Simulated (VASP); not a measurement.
# Os (Fm-3m) in VASP: notebook, part 3 of 3

VASP 6.6.1. The steps go on from the part before.

**7. Relaxation of cell and atoms, PBEsol, target pressure 20 GPa, at which the enthalpy is minimised**

This run uses another cell than the first one, of 13.94 Å³/atom.

Contents of INCAR:

```
SYSTEM = Os
PREC = Accurate
ENCUT = 600
EDIFF = 1E-7
ISMEAR = 1
SIGMA = 0.05
LREAL = .FALSE.
LASPH = .TRUE.
NELM = 120
ALGO = Normal
ISIF = 3
LWAVE = .FALSE.
LCHARG = .FALSE.
GGA = PS
IBRION = 2
NSW = 80
EDIFFG = -0.03
PSTRESS = 200.0
GGA_COMPAT = .FALSE.
NELMIN = 4
```

Contents of KPOINTS:

```
Automatic mesh
0
G
  10 10 10
  0 0 0
```

Contents of POSCAR:

```
Os
1.0
    0.0000000000      1.9100000000      1.9100000000
    1.9100000000      0.0000000000      1.9100000000
    1.9100000000      1.9100000000      0.0000000000
Os
1
Direct
    0.0000000000      0.0000000000      0.0000000000
```

Potentials or basis: VASP PAW PBE potentials, release 64 (Os).

Launch:

```sh
cat potpaw_PBE.64/Os/POTCAR > POTCAR
mpirun -np 1 vasp_std > vasp.out
```

OUTCAR:

```text
SYSTEM = Os
   PREC = Accurate
   ENCUT = 600
   EDIFF = 1E-7
   ISMEAR = 1
   LREAL = .FALSE.
   LASPH = .TRUE.
   NELM = 120
   ISIF = 3
   GGA = PS
   IBRION = 2
   NSW = 80
   EDIFFG = -0.03
   PSTRESS = 200.0
   NELMIN = 4

 ion  position               nearest neighbor table
   1  0.000  0.000  0.000-

  LATTYP: Found a face centered cubic cell.
 ALAT       =     3.8200000000

  Lattice vectors:

 A1 = (   0.0000000000,   1.9100000000,   1.9100000000)
 A2 = (   1.9100000000,   0.0000000000,   1.9100000000)
 A3 = (   1.9100000000,   1.9100000000,   0.0000000000)

Analysis of symmetry for initial positions (statically):
=====================================================================
 Subroutine PRICEL returns:
 Original cell was already a primitive cell.

 Routine SETGRP: Setting up the symmetry group for a
[... 209 lines left out ...]
 val. band max:       13.4452564458   @ k =   0.3000   0.1000   0.0000
 cond. band min:      13.5250053679   @ k =   0.0000   0.0000   0.0000
 fundamental gap:      0.0797489221
 Fermi energy:        13.4481735315

 k-point     1 :       0.0000    0.0000    0.0000
  band No.  band energies     occupation
      1       0.2070      2.00000
      2       9.0302      2.00000
      3       9.0302      2.00000
      4       9.0302      2.00000
      5      13.5250     -0.05199
      6      13.5250     -0.05198
      7      27.2273      0.00000
      8      34.6735      0.00000
[... 363 lines left out ...]
--------------------------------------- Ionic step        5  -------------------------------------------

 number of electron       8.0000000 magnetization

 Free energy of the ion-electron system (eV)
  ---------------------------------------------------
  ext. energy  EPLUGINS =         0.00000000
  ---------------------------------------------------
  free energy    TOTEN  =       -12.02489960 eV

  energy without entropy =      -12.02391159  energy(sigma->0) =      -12.02457026

 E-fermi :   9.9006     XC(G=0): -14.3929

 val. band max:        9.8937005588   @ k =   0.3000   0.1000   0.0000
 cond. band min:       9.9140316597   @ k =   0.4000   0.3000   0.1000
 fundamental gap:      0.0203311009
 Fermi energy:         9.9006357882

 k-point     1 :       0.0000    0.0000    0.0000
  band No.  band energies     occupation
      1      -1.4263      2.00000
      2       6.6305      2.00000
      3       6.6305      2.00000
      4       6.6305      2.00000
      5       9.9236      0.30662
      6       9.9236      0.30661
      7      24.0564      0.00000
      8      30.1414      0.00000
[... 285 lines left out ...]
  energy  without entropy=      -12.0239115896  energy(sigma->0) =      -12.02457026

  enthalpy is  TOTEN    =       -10.3510852596 eV   P V=        1.6738143408

 reached required accuracy - stopping structural energy minimisation
```

OSZICAR:

```text
N       E                     dE             d eps       ncg     rms          rms(c)
DAV:   1     0.393616191516E+02    0.39362E+02   -0.46065E+03   760   0.105E+03
DAV:   2    -0.117853116819E+02   -0.51147E+02   -0.49375E+02   760   0.237E+02
DAV:   3    -0.128172598416E+02   -0.10319E+01   -0.10261E+01   984   0.334E+01
[... 41 lines left out ...]
DAV:   1    -0.120249222445E+02    0.16019E-02   -0.74396E-04   840   0.246E-01    0.799E-02
DAV:   2    -0.120249031818E+02    0.19063E-04   -0.29566E-05   912   0.554E-02    0.313E-02
DAV:   3    -0.120248993653E+02    0.38165E-05   -0.15717E-05   952   0.387E-02    0.198E-03
DAV:   4    -0.120248995454E+02   -0.18004E-06   -0.16175E-07   768   0.294E-03    0.571E-04
DAV:   5    -0.120248996004E+02   -0.55007E-07   -0.25203E-08   400   0.119E-03
   5 F= -.10351085E+02 E0= -.10350756E+02  d E =-.317705E-01
```

Wall time 15 s (1 thread of AMD EPYC 9R45 (Zen 5), shared host); peak memory 0.12 GiB.

What came out:

* Free energy: -12.0249 eV
* Relaxed volume: 13.41 Å³/atom
* Relaxed cell: a = 2.667 Å, b = 2.667 Å, c = 2.667 Å, α = 60.00°, β = 60.00°, γ = 60.00°
* Space group after relaxing (to 0.1 Å): Fm-3m (No. 225)
* Energy change on relaxing (the run minimises the enthalpy): +34.0 meV/atom
* Ionic steps: 5
* Pressure after relaxing: 20.0 GPa
* Band gap on the k mesh: zero (bands 4 and 5 overlap by 4.30 eV)

The path:
```tsv
step	energy change (eV)	largest force (eV/Å)	pressure (GPa)	volume (Å³)
1	0.0000	0.0000	1.39	13.94
2	1.4571	0.0000	193.18	10.92
3	0.0280	0.0000	18.01	13.46
4	0.0324	0.0000	19.48	13.42
5	0.0340	0.0000	20.00	13.41
```

Final structure:
```
Os
1.0
     0.00000    1.88561    1.88561
     1.88561    0.00000    1.88561
     1.88561    1.88561    0.00000
Os
1
Direct
  0.00000 0.00000 0.00000
```

Caveat: the cell is relaxed towards a set pressure, so the run minimises the enthalpy, not the energy; the PAW data sets were made with another functional, which shifts forces and pressure a little; spin-orbit coupling is left out, which moves the levels of the heavy elements.

**8. Summary**

| task | cell | gap on the mesh (eV) | pressure (GPa) |
| --- | --- | --- | --- |
| single point | a = 2.682 Å, angles 60.0°, 1 atom | none | 11.1 |
| single point | a = 2.664 Å, angles 60.0°, 1 atom | none | 21.4 |
| relaxation of cell and atoms | relaxed from a = 2.701 Å, angles 60.0°, 1 atom | none | 0.0 |
| relaxation of cell and atoms | relaxed to 5 GPa from a = 2.701 Å, angles 60.0°, 1 atom | none | 4.9 |
| relaxation of cell and atoms | relaxed to 10 GPa from a = 2.701 Å, angles 60.0°, 1 atom | none | 10.0 |
| relaxation of cell and atoms | relaxed to 20 GPa from a = 2.701 Å, angles 60.0°, 1 atom | none | 20.0 |

Alike in all rows: level PBEsol; potentials or basis VASP PAW PBE potentials, release 64 (Os); no spin polarisation; k mesh 10 × 10 × 10; cutoff (eV) 600; smearing methfessel-paxton 0.05 eV.

Caveats: the PAW data sets were made with another functional, which shifts forces and pressure a little; spin-orbit coupling is left out, which moves the levels of the heavy elements; the cell is relaxed towards a set pressure, so the run minimises the enthalpy, not the energy (at least some runs); the cell stands under pressure (at least some runs).

Total energies depend on the potentials used, so only differences within one code and one set of settings carry meaning.
